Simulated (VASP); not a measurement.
A run of VASP 6.6.1:

POSCAR

```
BN
1.0
    1.2501241111      0.7217594921      3.2533304082
   -1.2501241111      0.7217594921      3.2533304082
    0.0000000000     -1.4435189842      3.2533304082
B N
1 1
Direct
    0.9996880823      0.9996880823      0.9996880823
    0.3327449177      0.3327449177      0.3327449177
```

The input INCAR.step1:

```
SYSTEM = BN
ALGO     = Normal         ! electronic algorithm
EDIFF    = 1E-8           ! SCF threshold, eV
ENCUT    = 500            ! plane-wave cutoff, eV
GGA      = PE             ! functional
ISMEAR   = 0              ! smearing method
LASPH    = .TRUE.         ! aspherical terms in the spheres
LCHARG   = .FALSE.        ! write CHGCAR
LREAL    = .FALSE.        ! projectors in reciprocal space
LWAVE    = .TRUE.         ! write WAVECAR
NELM     = 60             ! most SCF steps
PREC     = Accurate       ! precision mode
SIGMA    = 0.01           ! smearing width, eV
```

File INCAR.step2:

```
SYSTEM = BN
ALGO     = Exact          ! electronic algorithm
EDIFF    = 1E-8           ! SCF threshold, eV
ENCUT    = 500            ! plane-wave cutoff, eV
GGA      = PE             ! functional
ISMEAR   = 0              ! smearing method
ISTART   = 1            
LASPH    = .TRUE.         ! aspherical terms in the spheres
LCHARG   = .FALSE.        ! write CHGCAR
LOPTICS  = .TRUE.         ! frequency-dependent dielectric function
LREAL    = .FALSE.        ! projectors in reciprocal space
LWAVE    = .TRUE.         ! write WAVECAR
NBANDS   = 154            ! bands
NELM     = 1              ! most SCF steps
PREC     = Accurate       ! precision mode
SIGMA    = 0.01           ! smearing width, eV
```

INCAR.step3

```
SYSTEM = BN
ALGO     = EVGW0          ! electronic algorithm
EDIFF    = 1E-8           ! SCF threshold, eV
ENCUT    = 500            ! plane-wave cutoff, eV
ENCUTGW  = 100.0          ! cutoff of the response function
GGA      = PE             ! functional
ISMEAR   = 0              ! smearing method
ISTART   = 1            
LASPH    = .TRUE.         ! aspherical terms in the spheres
LCHARG   = .FALSE.        ! write CHGCAR
LREAL    = .FALSE.        ! projectors in reciprocal space
LWAVE    = .FALSE.        ! write WAVECAR
NBANDS   = 154            ! bands
NBANDSGW = 12           
NELMGW   = 1            
NOMEGA   = 48             ! frequency points
PREC     = Accurate       ! precision mode
PRECFOCK = Fast         
SIGMA    = 0.01           ! smearing width, eV
```

Contents of KPOINTS:

```
k-points
0
G
  4 4 4
  0 0 0
```

Potentials or basis: VASP PAW PBE potentials, release 64 (B_GW, N_GW).

The run is started by

```console
$ cat potpaw_PBE.64/B_GW/POTCAR potpaw_PBE.64/N_GW/POTCAR > POTCAR
$ cp INCAR.step1 INCAR
$ mpirun -np 1 vasp_std > vasp.out
$ cp INCAR.step2 INCAR
$ mpirun -np 1 vasp_std > vasp.out
$ cp INCAR.step3 INCAR
$ mpirun -np 1 vasp_std > vasp.out
```

Hardware: 1 thread of Intel(R) Xeon(R) Platinum 8375C CPU @ 2.90GHz (Ice Lake), with other jobs on the host.

Q: Estimate the wall time of this run.

A: It took 48 s on 1 thread of Intel(R) Xeon(R) Platinum 8375C CPU @ 2.90GHz (Ice Lake), on a shared host, peak memory 0.22 GiB. Counts: k points 13.
